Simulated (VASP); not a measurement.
Runs of VASP 6.6.1 on Fe. The structure is that of space group Fm-3m (No. 225), or close to it. The cells are those of the table. 

```csv
cell,k mesh,cutoff (eV),gap on the mesh (eV),pressure (GPa)
"a = 2.413 Å, angles 60.0°, 1 atom",26 × 26 × 26,520,none,0.6
"a = 2.413 Å, angles 60.0°, 1 atom",18 × 18 × 18,520,none,0.6
"a = 2.413 Å, angles 60.0°, 1 atom",8 × 8 × 8,660,none,(a)
"a = 2.476 Å, angles 60.0°, 1 atom",18 × 18 × 18,520,none,-19.7
"a = 2.312 Å, angles 60.0°, 1 atom",18 × 18 × 18,520,none,54.6
```

Alike in all rows: task single point; level r2SCAN; potentials or basis VASP PAW PBE potentials, release 64 (Fe); no spin polarisation; smearing fermi-dirac 0.1 eV.

Task: Fill in the values left out.

Result: (a) 0.0.

Caveats: some runs use coarse meshes; the PAW data sets were made with another functional, which shifts forces and pressure a little; the run has no spin polarisation, though such a crystal can be magnetic.

A gap of «none» marks levels without a gap at the run's occupations.
